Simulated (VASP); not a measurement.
# SiC in VASP: notebook, part 2 of 2

VASP 6.6.1. Earlier steps stand in the parts before.

## (3) Single point, PBE

File INCAR:

```
PREC = Accurate
ENCUT = 520
EDIFF = 1E-7
ISMEAR = 0
SIGMA = 0.05
LREAL = False
LASPH = True
NELM = 100
ALGO = Normal
ISIF = 2
LWAVE = False
LCHARG = False
LDIPOL = True
IDIPOL = 3
DIPOL = 0.5 0.5 0.499
GGA = PE
NBANDS = 21
```

File KPOINTS:

```
regular mesh
0
Gamma
  9 9 1
```

File POSCAR:

```
SiC
1.0
    3.0967389913      0.0000000000      0.0000000000
   -1.5483694956      2.6818546353      0.0000000000
    0.0000000000      0.0000000000     19.6890727964
C Si
3 3
Direct
    0.0000000000      0.0000000000      0.3555271532
    0.3333333333      0.6666666667      0.4839474615
    0.6666666667      0.3333333333      0.6142978825
    0.3333333333      0.6666666667      0.3876322302
    0.6666666667      0.3333333333      0.5136154948
    0.0000000000      0.0000000000      0.6406374557
```

Potentials or basis: VASP PAW PBE potentials, release 64 (C, Si).

Launch:

```sh
> cat potpaw_PBE.64/C/POTCAR potpaw_PBE.64/Si/POTCAR > POTCAR
> mpirun -np 1 vasp_std > vasp.out
```

OUTCAR:

```text
PREC = Accurate
   ENCUT = 520
   EDIFF = 1E-7
   ISMEAR = 0
   LREAL = False
   LASPH = True
   NELM = 100
   ISIF = 2
   GGA = PE

 ion  position               nearest neighbor table
   1  0.000  0.000  0.356-   4 1.90   4 1.90   4 1.90
   2  0.333  0.667  0.484-   5 1.88   5 1.88   5 1.88   4 1.90
   3  0.667  0.333  0.614-   6 1.86   6 1.86   6 1.86   5 1.98
   4  0.333  0.667  0.388-   1 1.90   1 1.90   1 1.90   2 1.90   5 3.06   5 3.06   5 3.06
   5  0.667  0.333  0.514-   2 1.88   2 1.88   2 1.88   3 1.98   4 3.06   4 3.06   4 3.06   6 3.07
                             6 3.07   6 3.07
   6  0.000  0.000  0.641-   3 1.86   3 1.86   3 1.86   5 3.07   5 3.07   5 3.07

  LATTYP: Found a hexagonal cell.
 ALAT       =     3.0967389913
 C/A-ratio  =     6.3580020311

  Lattice vectors:

 A1 = (   3.0967389913,   0.0000000000,   0.0000000000)
 A2 = (  -1.5483694956,   2.6818546353,   0.0000000000)
 A3 = (   0.0000000000,   0.0000000000,  19.6890727964)

Analysis of symmetry for initial positions (statically):
=====================================================================
 Subroutine PRICEL returns:
 Original cell was already a primitive cell.

 Routine SETGRP: Setting up the symmetry group for a
 hexagonal supercell.

 Subroutine GETGRP returns: Found  6 space group operations
 (whereof  6 operations were pure point group operations)
 out of a pool of 24 trial point group operations.

The static configuration has the point symmetry C_3v.

Analysis of symmetry for dynamics (positions and initial velocities):
=====================================================================
 Subroutine PRICEL returns:
 Original cell was already a primitive cell.

 Routine SETGRP: Setting up the symmetry group for a
 hexagonal supercell.

 Subroutine GETGRP returns: Found  6 space group operations
 (whereof  6 operations were pure point group operations)
 out of a pool of 24 trial point group operations.

The dynamic configuration has the point symmetry C_3v.

 Subroutine INISYM returns: Found  6 space group operations
 (whereof  6 operations are pure point group operations),
 and found     1 'primitive' translations

----------------------------------------------------------------------------------------

                                     Primitive cell

  volume of cell :     163.5178

  direct lattice vectors                    reciprocal lattice vectors
     3.096738991  0.000000000  0.000000000     0.322920337  0.186438144  0.000000000
    -1.548369496  2.681854635  0.000000000     0.000000000  0.372876287  0.000000000
     0.000000000  0.000000000 19.689072796     0.000000000  0.000000000  0.050789593

  length of vectors
     3.096738991  3.096738991 19.689072796     0.372876287  0.372876287  0.050789593

  position of ions in fractional coordinates (direct lattice)
     0.000000000  0.000000000  0.355527153
     0.333333333  0.666666667  0.483947462
     0.666666667  0.333333333  0.614297882
     0.333333333  0.666666667  0.387632230
     0.666666667  0.333333333  0.513615495
     0.000000000  0.000000000  0.640637456

  ion indices of the primitive-cell ions
   primitive index   ion index
                 1           1
[... 45 lines left out ...]
  0.333333  0.333333  0.000000      2.000000
   k-points           NKPTS =     12   k-points in BZ     NKDIM =     12   number of bands    NBANDS=     21
   number of dos      NEDOS =    301   number of ions     NIONS =      6
   total plane-waves  NPLWV =  86400
   dimension x,y,z NGX =    24 NGY =   24 NGZ =  150
   dimension x,y,z NGXF=    48 NGYF=   48 NGZF=  300
   ions per type =               3   3
   NGX,Y,Z   is equivalent  to a cutoff of  12.88, 12.88, 12.67 a.u.
   NGXF,Y,Z  is equivalent  to a cutoff of  25.77, 25.77, 25.33 a.u.
 SYSTEM =  unknown system
   PREC   = accura    normal or accurate (medium, high low for compatibility)
   ISTART =      0    job   : 0-new  1-cont  2-samecut
   ICHARG =      2    charge: 1-file 2-atom 10-const
   ISPIN  =      1    spin polarized calculation?
   LNONCOLLINEAR =      F non collinear calculations
   LSORBIT =      F    spin-orbit coupling
   LASPH  =      T    aspherical Exc in radial PAW
   ENCUT  =  520.0 eV  38.22 Ry    6.18 a.u.   5.76  5.76 36.61*2*pi/ulx,y,z
   NELM   =    100;   NELMIN=  2; NELMDL= -5     # of ELM steps
   EDIFF  = 0.1E-06   stopping-criterion for ELM
   LREAL  =      F    real-space projection
   EDIFFG = 0.1E-05   stopping-criterion for IOM
   NSW    =      0    number of steps for IOM
   IBRION =     -1    ionic relax: 0-MD 1-quasi-New 2-CG
   NFREE  =      0    steps in history (QN), initial steepest desc. (CG)
   ISIF   =      2    stress and relaxation
   ISYM   =      2    0-nonsym 1-usesym 2-fastsym
   POTIM  = 0.5000    time-step for ionic-motion
   TEBEG  =    0.0;   TEEND  =   0.0 temperature during run
   PSTRESS=    0.0 pullay stress
   NELECT =      24.0000    total number of electrons
   NUPDOWN=      -1.0000    fix difference up-down
   EMIN   =  10.00;   EMAX   =-10.00  energy-range for DOS
   EFERMI =   0.00;   METHOD = LEGACY
   ISMEAR =     0;   SIGMA  =   0.05  broadening in eV -4-tet -1-fermi 0-gaus
   EFERMI_NEDOS =   21; number of points for ismear=-14 and -15
   IALGO  =     38    algorithm
   IMIX   =      4    mixing-type and parameters
     AMIX     =   0.40;   BMIX     =  1.00
     AMIX_MAG =   1.60;   BMIX_MAG =  1.00
  volume/ion in A,a.u.               =      27.25       183.91
  Fermi-wavevector in a.u.,A,eV,Ry     =   0.863555  1.631883 10.146245  0.745728
  Thomas-Fermi vector in A             =   1.981522
   LORBIT       =      0    0 simple, 1 ext, 2 COOP (PROOUT), +10 PAW based schemes
   GGA     = PE    functional components
   LHFCALC =     F    Hartree Fock is set to
   AEXX    =    0.0000 exact exchange contribution
   IVDW    =     0    specifies the selected vdW correction
   LEPSILON=     F    determine dielectric tensor
   LRPA    =     F    only Hartree local field effects (RPA)
 non-spin polarized calculation
 Gauss-broadening in eV      SIGMA  =   0.05
  energy-cutoff  :      520.00
  volume of cell :      163.52
 maximum number of plane-waves:      4436
 NGX is ok and might be reduce to    24
   NGX = 11   NGY = 11   NGZ = 73

 dipolmoment           0.000000      0.000000      0.074932 electrons x Angstroem

 number of electron      24.0000000 magnetization

 dipolmoment           0.000000      0.000000     -0.116234 electrons x Angstroem

 Free energy of the ion-electron system (eV)
  ---------------------------------------------------
  ext. energy  EPLUGINS =         0.00000000
  ---------------------------------------------------
  free energy    TOTEN  =       -41.20412115 eV

  energy without entropy =      -41.20030423  energy(sigma->0) =      -41.20221269

 E-fermi :   0.1726     XC(G=0):  -5.2380

 val. band max:        0.1325505858   @ k =   0.4444   0.1111   0.0000
 cond. band min:       0.1814447213   @ k =   0.2222   0.2222   0.0000
 fundamental gap:      0.0488941356
 Fermi energy:         0.1725758921

 k-point     1 :       0.0000    0.0000    0.0000
  band No.  band energies     occupation
      1     -16.1250      2.00000
      2     -14.7305      2.00000
      3     -12.5071      2.00000
      4      -8.0835      2.00000
      5      -4.8555      2.00000
      6      -2.5494      2.00000
[... 277 lines left out ...]
     20       9.0578      0.00000
     21       9.1765      0.00000

------------------------ aborting loop because EDIFF is reached ----------------------------------------

 vacuum level on the upper side and lower side of the slab       (xc-potential included)        -1.349         1.114

  FORCE on cell =-STRESS in cart. coord.  units (eV):
  Direction    XX          YY          ZZ          XY          YZ          ZX
  --------------------------------------------------------------------------------------
  -------------------------------------------------------------------------------------
  Total        0.2057919      0.2057919      0.2244996      0.0000000      0.0000000      0.0000000
  in kB        2.0163867      2.0163867      2.1996879      0.0000000      0.0000000      0.0000000
  external PRESSURE =       2.0774871 kB  Pullay stress =       0.0000000 kB

 VOLUME and BASIS-vectors are now :
 -----------------------------------------------------------------------------
  energy-cutoff  :      520.00
  volume of cell :      163.52
      direct lattice vectors                 reciprocal lattice vectors
     3.096738991  0.000000000  0.000000000     0.322920337  0.186438144  0.000000000
    -1.548369496  2.681854635  0.000000000     0.000000000  0.372876287  0.000000000
     0.000000000  0.000000000 19.689072796     0.000000000  0.000000000  0.050789593

 POSITION                                       TOTAL-FORCE (eV/Angst)
 -----------------------------------------------------------------------------------
      0.00000      0.00000      7.00000        -0.000000      0.000000      2.513897
     -0.00000      1.78790      9.52848        -0.000000      0.000000      0.979539
      1.54837      0.89395     12.09496        -0.000000     -0.000000      0.002337
     -0.00000      1.78790      7.63212        -0.000000     -0.000000     -3.491358
      1.54837      0.89395     10.11261         0.000000     -0.000000      0.007668
      0.00000      0.00000     12.61356        -0.000000     -0.000000     -0.012084
 -----------------------------------------------------------------------------------
    total drift:                               -0.000000      0.000000      0.000137

  FREE ENERGIE OF THE ION-ELECTRON SYSTEM (eV)
  ---------------------------------------------------
  free  energy   TOTEN  =       -41.2041211452 eV

  energy  without entropy=      -41.2003042310  energy(sigma->0) =      -41.20221269

 vacuum level on the upper side and lower side of the slab         4.108         6.647
```

stdout:

```text
POSCAR found type information on POSCAR C Si
 POSCAR found :  2 types and       6 ions
 scaLAPACK will be used
 LDA part: xc-table for (Slater+PW92), standard interpolation
 POSCAR, INCAR and KPOINTS ok, starting setup
 FFT: planning ... GRIDC
 FFT: planning ... GRID_SOFT
 FFT: planning ... GRID
 WAVECAR not read
 entering main loop
```

Run time: 78 s. Hardware: 1 thread of Intel Xeon Platinum 8259CL at 2.50GHz (Skylake/Cascade Lake), shared host; peak memory 0.29 GiB.

Results:

- Free energy: -41.2041 eV
- Largest force: 3.491 eV/Å
- Band gap on the k mesh: zero (band 12 reaches 0.22 eV, above the bottom of band 13 at 0.13 eV)

Forces in eV/Å, atoms in the order of the input:
```
C    0.000  0.000  2.514
C    0.000  0.000  0.980
C    0.000  0.000  0.002
Si   0.000  0.000 -3.491
Si   0.000  0.000  0.008
Si   0.000  0.000 -0.012
```
